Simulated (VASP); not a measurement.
# HfN (Fm-3m) in VASP: notebook

Aim: see how the results for HfN move with the level of theory and the settings. Levels: LDA, revPBE+D3(BJ). Tasks: single point.

All numbers are computed with VASP 6.6.1; they aren't measurements. Logs are shortened: lines on timing, memory, paths and dates and some standing lists are left out, and cuts for length are marked.

### 1 The cell of the first run

The structure is cubic, space group Fm-3m (No. 225). Conventional cell: a = 4.468 Å, b = 4.468 Å, c = 4.468 Å, α = 90.00°, β = 90.00°, γ = 90.00°. Hf (site symmetry m-3m) has 6 N at 2.23 Å within 3.0 Å. N (site symmetry m-3m) has 6 Hf at 2.23 Å within 3.0 Å.

### 2 Single point, LDA

Input file INCAR:

```
ALGO = Normal
EDIFF = 1E-6
ENCUT = 520
GGA = CA
ISIF = 2
ISMEAR = 1
LASPH = T
LCHARG = F
LREAL = F
LWAVE = F
NBANDS = 14
NELM = 80
PREC = Accurate
SIGMA = 0.05
```

Input file KPOINTS:

```
k-points
0
Gamma
  11 11 11
```

Input file POSCAR:

```
HfN
1.0
    0.0000000000      2.2340643671      2.2340643671
    2.2340643671      0.0000000000      2.2340643671
    2.2340643671      2.2340643671      0.0000000000
Hf N
1 1
Direct
    0.0000000000      0.0000000000      0.0000000000
    0.5000000000      0.5000000000      0.5000000000
```

Potentials or basis: VASP PAW LDA potentials, release 64 (Hf_pv, N).

Run with:

```console
> cat potpaw_LDA.64/Hf_pv/POTCAR potpaw_LDA.64/N/POTCAR > POTCAR
> mpirun -np 1 vasp_std > vasp.out
```

OUTCAR:

```text
EDIFF = 1E-6
   ENCUT = 520
   GGA = CA
   ISIF = 2
   ISMEAR = 1
   LASPH = T
   LREAL = F
   NELM = 80
   PREC = Accurate

 ion  position               nearest neighbor table
   1  0.000  0.000  0.000-   2 2.23   2 2.23   2 2.23   2 2.23   2 2.23   2 2.23
   2  0.500  0.500  0.500-   1 2.23   1 2.23   1 2.23   1 2.23   1 2.23   1 2.23

  LATTYP: Found a face centered cubic cell.
 ALAT       =     4.4681287342

  Lattice vectors:

 A1 = (   0.0000000000,   2.2340643671,   2.2340643671)
 A2 = (   2.2340643671,   0.0000000000,   2.2340643671)
 A3 = (   2.2340643671,   2.2340643671,   0.0000000000)

Analysis of symmetry for initial positions (statically):
=====================================================================
 Subroutine PRICEL returns:
 Original cell was already a primitive cell.

 Routine SETGRP: Setting up the symmetry group for a
 face centered cubic supercell.

 Subroutine GETGRP returns: Found 48 space group operations
 (whereof 48 operations were pure point group operations)
 out of a pool of 48 trial point group operations.

The static configuration has the point symmetry O_h .

Analysis of symmetry for dynamics (positions and initial velocities):
=====================================================================
 Subroutine PRICEL returns:
 Original cell was already a primitive cell.

 Routine SETGRP: Setting up the symmetry group for a
 face centered cubic supercell.

 Subroutine GETGRP returns: Found 48 space group operations
 (whereof 48 operations were pure point group operations)
 out of a pool of 48 trial point group operations.

The dynamic configuration has the point symmetry O_h .

 Subroutine INISYM returns: Found 48 space group operations
 (whereof 48 operations are pure point group operations),
 and found     1 'primitive' translations

----------------------------------------------------------------------------------------

                                     Primitive cell

  volume of cell :      22.3006

  direct lattice vectors                    reciprocal lattice vectors
     0.000000000  2.234064367  2.234064367    -0.223807338  0.223807338  0.223807338
     2.234064367  0.000000000  2.234064367     0.223807338 -0.223807338  0.223807338
     2.234064367  2.234064367  0.000000000     0.223807338  0.223807338 -0.223807338

  length of vectors
     3.159444127  3.159444127  3.159444127     0.387645681  0.387645681  0.387645681

  position of ions in fractional coordinates (direct lattice)
     0.000000000  0.000000000  0.000000000
     0.500000000  0.500000000  0.500000000
[... 88 lines left out ...]
   NELECT =      15.0000    total number of electrons
   NUPDOWN=      -1.0000    fix difference up-down
   EMIN   =  10.00;   EMAX   =-10.00  energy-range for DOS
   EFERMI =   0.00;   METHOD = LEGACY
   ISMEAR =     1;   SIGMA  =   0.05  broadening in eV -4-tet -1-fermi 0-gaus
   EFERMI_NEDOS =   21; number of points for ismear=-14 and -15
   IALGO  =     38    algorithm
   IMIX   =      4    mixing-type and parameters
     AMIX     =   0.40;   BMIX     =  1.00
     AMIX_MAG =   1.60;   BMIX_MAG =  1.00
  volume/ion in A,a.u.               =      11.15        75.25
  Fermi-wavevector in a.u.,A,eV,Ry     =   1.434387  2.710598 27.993512  2.057465
  Thomas-Fermi vector in A             =   2.553801
   LORBIT       =      0    0 simple, 1 ext, 2 COOP (PROOUT), +10 PAW based schemes
   GGA     = CA    functional components
   LHFCALC =     F    Hartree Fock is set to
   AEXX    =    0.0000 exact exchange contribution
   IVDW    =     0    specifies the selected vdW correction
   LEPSILON=     F    determine dielectric tensor
   LRPA    =     F    only Hartree local field effects (RPA)
 non-spin polarized calculation
 Methfessel and Paxton  Order N= 1 SIGMA  =   0.05
  energy-cutoff  :      520.00
  volume of cell :       22.30
 maximum number of plane-waves:       612
   NGX = 11   NGY = 11   NGZ = 11

 number of electron      14.9999999 magnetization

 Free energy of the ion-electron system (eV)
  ---------------------------------------------------
  ext. energy  EPLUGINS =         0.00000000
  ---------------------------------------------------
  free energy    TOTEN  =       -23.86286117 eV

  energy without entropy =      -23.86302431  energy(sigma->0) =      -23.86291555

 E-fermi :   8.4241     XC(G=0): -13.1521

 val. band max:        8.3749896102   @ k =   0.0909   0.0000   0.0000
 cond. band min:       8.4378249627   @ k =   0.4545   0.1818   0.0000
 fundamental gap:      0.0628353525
 Fermi energy:         8.4241427779

 k-point     1 :       0.0000    0.0000    0.0000
  band No.  band energies     occupation
      1     -22.3081      2.00000
      2     -22.3081      2.00000
      3     -22.3081      2.00000
      4      -8.9262      2.00000
      5       5.5157      2.00000
      6       5.5157      2.00000
      7       5.5157      2.00000
      8       8.0881      2.00000
      9       8.0881      2.00000
     10       8.0881      2.00000
     11      10.4886      0.00000
     12      10.4886      0.00000
     13      10.8182      0.00000
     14      18.2279      0.00000
[... 377 lines left out ...]
      1     -22.9348      2.00000
      2     -22.5379      2.00000
      3     -22.3467      2.00000
      4      -7.2592      2.00000
      5       1.4474      2.00000
      6       2.8600      2.00000
      7       3.6877      2.00000
      8       9.3894     -0.00000
      9       9.5591      0.00000
     10      11.7198      0.00000
     11      11.9664      0.00000
     12      15.0459      0.00000
     13      15.9757      0.00000
     14      19.9911      0.00000

 [... further k-points ...]

------------------------ aborting loop because EDIFF is reached ----------------------------------------

  FORCE on cell =-STRESS in cart. coord.  units (eV):
  Direction    XX          YY          ZZ          XY          YZ          ZX
  --------------------------------------------------------------------------------------
  -------------------------------------------------------------------------------------
  Total       -0.1631010     -0.1631010     -0.1631010      0.0000000      0.0000000      0.0000000
  in kB      -11.7179070    -11.7179070    -11.7179070      0.0000000      0.0000000      0.0000000
  external PRESSURE =     -11.7179070 kB  Pullay stress =       0.0000000 kB

 VOLUME and BASIS-vectors are now :
 -----------------------------------------------------------------------------
  energy-cutoff  :      520.00
  volume of cell :       22.30
      direct lattice vectors                 reciprocal lattice vectors
     0.000000000  2.234064367  2.234064367    -0.223807338  0.223807338  0.223807338
     2.234064367  0.000000000  2.234064367     0.223807338 -0.223807338  0.223807338
     2.234064367  2.234064367  0.000000000     0.223807338  0.223807338 -0.223807338

 POSITION                                       TOTAL-FORCE (eV/Angst)
 -----------------------------------------------------------------------------------
      0.00000      0.00000      0.00000         0.000000      0.000000      0.000000
      2.23406      2.23406      2.23406        -0.000000     -0.000000     -0.000000
 -----------------------------------------------------------------------------------
    total drift:                                0.000000     -0.000000     -0.000000

  FREE ENERGIE OF THE ION-ELECTRON SYSTEM (eV)
  ---------------------------------------------------
  free  energy   TOTEN  =       -23.8628611706 eV

  energy  without entropy=      -23.8630243099  energy(sigma->0) =      -23.86291555
```

OSZICAR:

```text
N       E                     dE             d eps       ncg     rms          rms(c)
DAV:   1     0.322523318867E+02    0.32252E+02   -0.78323E+03  1576   0.101E+03
DAV:   2    -0.252538546036E+02   -0.57506E+02   -0.54297E+02  2064   0.223E+02
DAV:   3    -0.268493887306E+02   -0.15955E+01   -0.15886E+01  1760   0.298E+01
DAV:   4    -0.268546999725E+02   -0.53112E-02   -0.53040E-02  1960   0.206E+00
DAV:   5    -0.268547325685E+02   -0.32596E-04   -0.32593E-04  1744   0.134E-01    0.537E+01
DAV:   6    -0.240096700151E+02    0.28451E+01   -0.83765E+00  1694   0.221E+01    0.456E+01
DAV:   7    -0.238988349412E+02    0.11084E+00   -0.42732E-01  1946   0.510E+00    0.277E+01
DAV:   8    -0.238673474093E+02    0.31488E-01   -0.10883E-01  2006   0.270E+00    0.486E+00
DAV:   9    -0.238630353772E+02    0.43120E-02   -0.12683E-02  1814   0.881E-01    0.189E+00
DAV:  10    -0.238628844958E+02    0.15088E-03   -0.88864E-04  2090   0.265E-01    0.346E-01
DAV:  11    -0.238628618101E+02    0.22686E-04   -0.62166E-05  1754   0.738E-02    0.525E-02
DAV:  12    -0.238628611706E+02    0.63950E-06   -0.58443E-06  2032   0.205E-02
   1 F= -.23862861E+02 E0= -.23862916E+02  d E =0.163139E-03
```

stdout:

```text
POSCAR found type information on POSCAR HfN
 POSCAR found :  2 types and       2 ions
 scaLAPACK will be used
 LDA part: xc-table for (Slater(with rela. corr.)+CA(PZ))
 , standard interpolation
 POSCAR, INCAR and KPOINTS ok, starting setup
 FFT: planning ... GRIDC
 FFT: planning ... GRID_SOFT
 FFT: planning ... GRID
 WAVECAR not read
 entering main loop
```

It took 24 s on 1 thread of AMD EPYC 7R43 (Zen 3), shared host; peak memory 0.1 GiB.

What came out:

* Free energy: -23.8629 eV
* Pressure: -1.2 GPa

Levels at points of the mesh, in eV from the Fermi level:
| k point | band 4 | band 5 | band 6 | band 7 | band 8 | band 9 | band 10 | band 11 | band 12 | band 13 |
| --- | --- | --- | --- | --- | --- | --- | --- | --- | --- | --- |
| (0.00, 0.00, 0.00) | -17.35 | -2.91 | -2.91 | -2.91 | -0.34 | -0.34 | -0.34 | 2.06 | 2.06 | 2.39 |

Caveat: spin-orbit coupling is left out, which moves the levels of the heavy elements.

### 3 Single point, revPBE+D3(BJ)

This run uses another cell than the first one, of 11.46 Å³/atom, 1.027 times its volume.

Input file INCAR:

```
ALGO = Normal
EDIFF = 1E-7
ENCUT = 520
GGA = RE
ISIF = 2
ISMEAR = 1
IVDW = 12
LASPH = True
LCHARG = True
LELF = True
LREAL = False
LVHAR = True
LWAVE = False
NBANDS = 14
NELM = 100
PREC = Accurate
SIGMA = 0.05
```

KPOINTS is that of step 2.

Input file POSCAR:

```
HfN
1.0
    0.0000000000      2.2542857688      2.2542857688
    2.2542857688      0.0000000000      2.2542857688
    2.2542857688      2.2542857688      0.0000000000
Hf N
1 1
Direct
    0.0000000000      0.0000000000      0.0000000000
    0.5000000000      0.5000000000      0.5000000000
```

Potentials or basis: VASP PAW PBE potentials, release 64 (Hf_pv, N).

Run with:

```console
> cat potpaw_PBE.64/Hf_pv/POTCAR potpaw_PBE.64/N/POTCAR > POTCAR
> mpirun -np 1 vasp_std > vasp.out
```

It took 32 s on 1 thread of AMD EPYC 7R43 (Zen 3), shared host; peak memory 0.12 GiB.

The run converged. Its results:

| Property | Result |
| --- | --- |
| Free energy | -22.3530 eV |
| Pressure | -2.4 GPa |
| Dispersion energy per atom | -0.715 eV |

Levels at points of the mesh, in eV from the Fermi level:
| k point | band 5 | band 6 | band 7 | band 8 | band 9 | band 10 | band 11 | band 12 |
| --- | --- | --- | --- | --- | --- | --- | --- | --- |
| (0.00, 0.00, 0.00) | -2.99 | -2.99 | -2.99 | -0.28 | -0.28 | -0.28 | 1.89 | 2.05 |

Caveat: the PAW data sets were made with another functional, which shifts forces and pressure a little; spin-orbit coupling is left out, which moves the levels of the heavy elements; pairwise dispersion overbinds metals, which lowers pressure and volume.
